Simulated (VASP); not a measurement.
# Sb (P6_3/mmc) in VASP: a series of runs

The runs below take Sb through single point, with BLYP.

Program: VASP 6.6.1. These are calculated values, not measurements. Logs are shortened: lines on timing, memory, paths and dates and some standing lists are left out, and cuts for length are marked.

**1. The cell of the first run**

The structure is hexagonal, space group P6_3/mmc (No. 194). The conventional cell has a = 3.527 Å, b = 3.527 Å, c = 12.173 Å, α = 90.00°, β = 90.00°, γ = 120.00°. Within 4.6 Å of Sb (site symmetry -3m) lie 12 Sb at 3.53 to 3.66 Å. Within 4.6 Å of Sb (site symmetry -6m2) lie 12 Sb at 3.53 to 3.66 Å.

**2. Single point, BLYP (volume scaled by 1.08)**

Contents of INCAR:

```
PREC = Accurate ; ENCUT = 520
EDIFF = 1E-6 ; ISMEAR = -1
SIGMA = 0.1 ; LREAL = False
LASPH = True ; NELM = 60
ALGO = Normal ; ISIF = 2
LWAVE = False ; LCHARG = False
GGA = B5 ; ALDAX = 1.0
AGGAX = 1.0 ; AGGAC = 1.0
ALDAC = 0.0 ; NBANDS = 18
```

Contents of KPOINTS:

```
Automatic mesh
0
Gamma
  12 12 3
```

Contents of POSCAR:

```
Sb
1.0
    3.5267682467      0.0000000000      0.0000000000
   -1.7633841233      3.0542708949      0.0000000000
    0.0000000000      0.0000000000     12.1726887432
Sb
4
Direct
    1.0000000000      1.0000000000      0.0000000000
    1.0000000000      1.0000000000      0.5000000000
    0.3333333333      0.6666666667      0.2500000000
    0.6666666667      0.3333333333      0.7500000000
```

Potentials or basis: VASP PAW PBE potentials, release 64 (Sb).

The run is started by

```console
$ cat potpaw_PBE.64/Sb/POTCAR > POTCAR
$ mpirun -np 1 vasp_std > vasp.out
```

OUTCAR:

```text
PREC = Accurate
   ENCUT = 520
   EDIFF = 1E-6
   ISMEAR = -1
   LREAL = False
   LASPH = True
   NELM = 60
   ISIF = 2
   GGA = B5

 ion  position               nearest neighbor table
   1  0.000  0.000  0.000-   3 3.66   4 3.66   3 3.66   4 3.66   4 3.66   3 3.66
   2  0.000  0.000  0.500-   3 3.66   4 3.66   3 3.66   4 3.66   4 3.66   3 3.66
   3  0.333  0.667  0.250-   1 3.66   2 3.66   1 3.66   2 3.66   1 3.66   2 3.66
   4  0.667  0.333  0.750-   1 3.66   2 3.66   1 3.66   2 3.66   1 3.66   2 3.66

  LATTYP: Found a hexagonal cell.
 ALAT       =     3.5267682467
 C/A-ratio  =     3.4515136498

  Lattice vectors:

 A1 = (   3.5267682467,   0.0000000000,   0.0000000000)
 A2 = (  -1.7633841233,   3.0542708949,   0.0000000000)
 A3 = (   0.0000000000,   0.0000000000,  12.1726887432)

Analysis of symmetry for initial positions (statically):
=====================================================================
 Subroutine PRICEL returns:
 Original cell was already a primitive cell.

 Routine SETGRP: Setting up the symmetry group for a
 hexagonal supercell.

 Subroutine GETGRP returns: Found 24 space group operations
 (whereof 12 operations were pure point group operations)
 out of a pool of 24 trial point group operations.

The static configuration has the point symmetry D_3d.
 The point group associated with its full space group is D_6h.

Analysis of symmetry for dynamics (positions and initial velocities):
=====================================================================
 Subroutine PRICEL returns:
 Original cell was already a primitive cell.

 Routine SETGRP: Setting up the symmetry group for a
 hexagonal supercell.

 Subroutine GETGRP returns: Found 24 space group operations
 (whereof 12 operations were pure point group operations)
 out of a pool of 24 trial point group operations.

The dynamic configuration has the point symmetry D_3d.
 The point group associated with its full space group is D_6h.

 Subroutine INISYM returns: Found 24 space group operations
 (whereof 12 operations are pure point group operations),
 and found     1 'primitive' translations

----------------------------------------------------------------------------------------

                                     Primitive cell

  volume of cell :     131.1206

  direct lattice vectors                    reciprocal lattice vectors
     3.526768247  0.000000000  0.000000000     0.283545708  0.163705191  0.000000000
    -1.763384123  3.054270895  0.000000000     0.000000000  0.327410382  0.000000000
     0.000000000  0.000000000 12.172688743     0.000000000  0.000000000  0.082151119

  length of vectors
     3.526768247  3.526768247 12.172688743     0.327410382  0.327410382  0.082151119

  position of ions in fractional coordinates (direct lattice)
     0.000000000  0.000000000  0.000000000
     0.000000000  0.000000000  0.500000000
     0.333333333  0.666666667  0.250000000
     0.666666667  0.333333333  0.750000000

  ion indices of the primitive-cell ions
   primitive index   ion index
                 1           1
                 2           2
                 3           3
                 4           4

----------------------------------------------------------------------------------------

 KPOINTS: Automatic mesh

Automatic generation of k-mesh.
 Grid dimensions read from file:
 generate k-points for:   12   12    3

 Generating k-lattice:

  Cartesian coordinates                     Fractional coordinates (reciprocal lattice)
     0.023628809  0.013642099  0.000000000     0.083333333 -0.000000000  0.000000000
     0.000000000  0.027284198  0.000000000     0.000000000  0.083333333  0.000000000
     0.000000000  0.000000000  0.027383706     0.000000000  0.000000000  0.333333333

  Length of vectors
     0.027284198  0.027284198  0.027383706

  Shift w.r.t. Gamma in fractional coordinates (k-lattice)
     0.000000000  0.000000000  0.000000000

 Subroutine IBZKPT returns following result:
 ===========================================

 Found     38 irreducible k-points:

 Following reciprocal coordinates:
            Coordinates               Weight
  0.000000  0.000000  0.000000      1.000000
  0.083333 -0.000000  0.000000      6.000000
  0.166667 -0.000000  0.000000      6.000000
  0.250000 -0.000000  0.000000      6.000000
  0.333333  0.000000  0.000000      6.000000
  0.416667 -0.000000  0.000000      6.000000
[... 16 lines left out ...]
  0.250000 -0.000000  0.333333     12.000000
  0.333333  0.000000  0.333333     12.000000
 [... further k-points ...]
   k-points           NKPTS =     38   k-points in BZ     NKDIM =     38   number of bands    NBANDS=     18
   number of dos      NEDOS =    301   number of ions     NIONS =      4
   total plane-waves  NPLWV =  75264
   dimension x,y,z NGX =    28 NGY =   28 NGZ =   96
   dimension x,y,z NGXF=    56 NGYF=   56 NGZF=  192
   ions per type =               4
   NGX,Y,Z   is equivalent  to a cutoff of  13.20, 13.20, 13.11 a.u.
   NGXF,Y,Z  is equivalent  to a cutoff of  26.40, 26.40, 26.22 a.u.
 SYSTEM =  unknown system
   PREC   = accura    normal or accurate (medium, high low for compatibility)
   ISTART =      0    job   : 0-new  1-cont  2-samecut
   ICHARG =      2    charge: 1-file 2-atom 10-const
   ISPIN  =      1    spin polarized calculation?
   LNONCOLLINEAR =      F non collinear calculations
   LSORBIT =      F    spin-orbit coupling
   LASPH  =      T    aspherical Exc in radial PAW
   ENCUT  =  520.0 eV  38.22 Ry    6.18 a.u.   6.56  6.56 22.63*2*pi/ulx,y,z
   NELM   =     60;   NELMIN=  2; NELMDL= -5     # of ELM steps
   EDIFF  = 0.1E-05   stopping-criterion for ELM
   LREAL  =      F    real-space projection
   EDIFFG = 0.1E-04   stopping-criterion for IOM
   NSW    =      0    number of steps for IOM
   IBRION =     -1    ionic relax: 0-MD 1-quasi-New 2-CG
   NFREE  =      0    steps in history (QN), initial steepest desc. (CG)
   ISIF   =      2    stress and relaxation
   ISYM   =      2    0-nonsym 1-usesym 2-fastsym
   POTIM  = 0.5000    time-step for ionic-motion
   TEBEG  =    0.0;   TEEND  =   0.0 temperature during run
   PSTRESS=    0.0 pullay stress
   NELECT =      20.0000    total number of electrons
   NUPDOWN=      -1.0000    fix difference up-down
   EMIN   =  10.00;   EMAX   =-10.00  energy-range for DOS
   EFERMI =   0.00;   METHOD = LEGACY
   ISMEAR =    -1;   SIGMA  =   0.10  broadening in eV -4-tet -1-fermi 0-gaus
   EFERMI_NEDOS =   21; number of points for ismear=-14 and -15
   IALGO  =     38    algorithm
   IMIX   =      4    mixing-type and parameters
     AMIX     =   0.40;   BMIX     =  1.00
     AMIX_MAG =   1.60;   BMIX_MAG =  1.00
  volume/ion in A,a.u.               =      32.78       221.21
  Fermi-wavevector in a.u.,A,eV,Ry     =   0.874704  1.652951 10.409916  0.765107
  Thomas-Fermi vector in A             =   1.994272
   LORBIT       =      0    0 simple, 1 ext, 2 COOP (PROOUT), +10 PAW based schemes
   GGA     = B5    functional components
   LHFCALC =     F    Hartree Fock is set to
   AEXX    =    0.0000 exact exchange contribution
   IVDW    =     0    specifies the selected vdW correction
   LEPSILON=     F    determine dielectric tensor
   LRPA    =     F    only Hartree local field effects (RPA)
 non-spin polarized calculation
  energy-cutoff  :      520.00
  volume of cell :      131.12
 maximum number of plane-waves:      3609
 NGX is ok and might be reduce to    28
   NGX = 13   NGY = 13   NGZ = 45

 number of electron      19.9999999 magnetization

 Free energy of the ion-electron system (eV)
  ---------------------------------------------------
  ext. energy  EPLUGINS =         0.00000000
  ---------------------------------------------------
  free energy    TOTEN  =       -11.82643788 eV

  energy without entropy =      -11.72649131  energy(sigma->0) =      -11.77646459

 E-fermi :   6.6304     XC(G=0):  -8.7342

 val. band max:        6.5816946000   @ k =   0.2500   0.2500   0.0000
 cond. band min:       6.6585683607   @ k =   0.4167   0.0833   0.0000
 fundamental gap:      0.0768737607
 Fermi energy:         6.6303804947

 k-point     1 :       0.0000    0.0000    0.0000
  band No.  band energies     occupation
      1      -4.9483      2.00000
      2      -4.1002      2.00000
      3      -4.0850      2.00000
      4      -2.6570      2.00000
      5       2.0365      2.00000
      6       5.3745      1.99999
[... 10 lines left out ...]
     17      14.3846      0.00000
     18      14.8265      0.00000

 k-point     2 :       0.0833   -0.0000    0.0000
  band No.  band energies     occupation
      1      -4.8452      2.00000
      2      -4.0004      2.00000
      3      -3.9853      2.00000
      4      -2.5681      2.00000
      5       2.1453      2.00000
      6       5.4426      1.99999
[... 10 lines left out ...]
     17      14.6100      0.00000
     18      14.9742      0.00000

 k-point     3 :       0.1667   -0.0000    0.0000
  band No.  band energies     occupation
      1      -4.5390      2.00000
      2      -3.7053      2.00000
      3      -3.6905      2.00000
      4      -2.3101      2.00000
      5       2.4682      2.00000
      6       5.5833      1.99994
[... 10 lines left out ...]
     17      13.6252      0.00000
     18      14.1061      0.00000

 k-point     4 :       0.2500   -0.0000    0.0000
  band No.  band energies     occupation
      1      -4.0411      2.00000
      2      -3.2321      2.00000
      3      -3.2181      2.00000
      4      -1.9175      2.00000
      5       2.9905      2.00000
      6       5.1235      2.00000
[... 375 lines left out ...]
      4      -2.5678      2.00000
      5       2.9294      2.00000
      6       4.0834      2.00000
[... 10 lines left out ...]
     17      13.6390      0.00000
     18      13.7547      0.00000

 k-point    23 :       0.2500   -0.0000    0.3333
  band No.  band energies     occupation
      1      -3.9460      2.00000
      2      -3.6666      2.00000
      3      -2.6766      2.00000
      4      -2.1541      2.00000
      5       3.3877      2.00000
      6       4.3266      2.00000
[... 10 lines left out ...]
     17      12.7816      0.00000
     18      12.9260      0.00000

 k-point    24 :       0.3333    0.0000    0.3333
  band No.  band energies     occupation
      1      -3.2916      2.00000
      2      -3.0295      2.00000
      3      -2.1278      2.00000
      4      -1.6787      2.00000
      5       3.5120      2.00000
      6       3.7444      2.00000
[... 10 lines left out ...]
     17      12.1892      0.00000
     18      12.3695      0.00000

 [... further k-points ...]
[... 5 lines left out ...]
  --------------------------------------------------------------------------------------
  -------------------------------------------------------------------------------------
  Total       -2.3500466     -2.3500466     -2.1857923     -0.0000000     -0.0000000     -0.0000000
  in kB      -28.7154787    -28.7154787    -26.7084372     -0.0000000     -0.0000000     -0.0000000
  external PRESSURE =     -28.0464649 kB  Pullay stress =       0.0000000 kB

 VOLUME and BASIS-vectors are now :
 -----------------------------------------------------------------------------
  energy-cutoff  :      520.00
  volume of cell :      131.12
      direct lattice vectors                 reciprocal lattice vectors
     3.526768247  0.000000000  0.000000000     0.283545708  0.163705191  0.000000000
    -1.763384123  3.054270895  0.000000000     0.000000000  0.327410382  0.000000000
     0.000000000  0.000000000 12.172688743     0.000000000  0.000000000  0.082151119

 POSITION                                       TOTAL-FORCE (eV/Angst)
 -----------------------------------------------------------------------------------
      0.00000      0.00000      0.00000         0.000000      0.000000      0.000000
      0.00000      0.00000      6.08634         0.000000      0.000000      0.000000
     -0.00000      2.03618      3.04317         0.000000      0.000000      0.000000
      1.76338      1.01809      9.12952        -0.000000     -0.000000      0.000000
 -----------------------------------------------------------------------------------
    total drift:                                0.000000     -0.000000      0.000000

  FREE ENERGIE OF THE ION-ELECTRON SYSTEM (eV)
  ---------------------------------------------------
  free  energy   TOTEN  =       -11.8264378815 eV

  energy  without entropy=      -11.7264913079  energy(sigma->0) =      -11.77646459
```

Run time: 44 s. Hardware: 1 thread of Intel Xeon 6975P-C (Granite Rapids), shared host; peak memory 0.27 GiB.

Results:

| Quantity | Value |
| --- | --- |
| Free energy | -11.8264 eV |
| Pressure | -2.8 GPa |
| Band gap on the k mesh | zero (band 10 reaches 9.89 eV, above the bottom of band 11 at 4.81 eV) |

Caveat: the PAW data sets were made with another functional, which shifts forces and pressure a little; spin-orbit coupling is left out, which moves the levels of the heavy elements.

**3. Single point, BLYP (volume scaled by 1.12)**

Contents of INCAR:

```
  PREC = Accurate
  ENCUT = 520
  EDIFF = 1E-6
  ISMEAR = -1
  SIGMA = 0.1
  LREAL = F
  LASPH = T
  NELM = 80
  ALGO = Normal
  ISIF = 2
  LWAVE = F
  LCHARG = T
  GGA = B5
  ALDAX = 1.0
  AGGAX = 1.0
  AGGAC = 1.0
  ALDAC = 0.0
  LELF = T
  LVHAR = T
  NBANDS = 18
```

KPOINTS is that of step 2.

Contents of POSCAR:

```
Sb
1.0
    3.5697818548      0.0000000000      0.0000000000
   -1.7848909274      3.0915217722      0.0000000000
    0.0000000000      0.0000000000     12.3211507985
Sb
4
Direct
    1.0000000000      1.0000000000      0.0000000000
    1.0000000000      1.0000000000      0.5000000000
    0.3333333333      0.6666666667      0.2500000000
    0.6666666667      0.3333333333      0.7500000000
```

Potentials or basis: VASP PAW PBE potentials, release 64 (Sb).

The run is started by

```console
$ cat potpaw_PBE.64/Sb/POTCAR > POTCAR
$ mpirun -np 1 vasp_std > vasp.out
```

Run time: 46 s. Hardware: 1 thread of Intel Xeon 6975P-C (Granite Rapids), shared host; peak memory 0.28 GiB.

The run converged. Its results:

```
Free energy            : -11.7256 eV
Pressure               : -3.8 GPa
Band gap on the k mesh : zero (band 10 reaches 9.32 eV, above the bottom of band 11 at 4.49 eV)
```

Stress tensor (GPa, compression positive):
```
-3.95  0.00  0.00
 0.00 -3.95  0.00
 0.00  0.00 -3.56
```

Levels at points of the mesh, in eV from the Fermi level:
```tsv
k point	band 8	band 9	band 10	band 11	band 12	band 13
(0.00, 0.00, 0.00)	2.93	2.93	3.09	3.36	3.36	3.37
(0.50, 0.00, 0.00)	-3.03	-1.20	-0.59	0.58	0.94	1.36
```

Caveat: the PAW data sets were made with another functional, which shifts forces and pressure a little; spin-orbit coupling is left out, which moves the levels of the heavy elements.

(Part 1 of 2 ends here.)
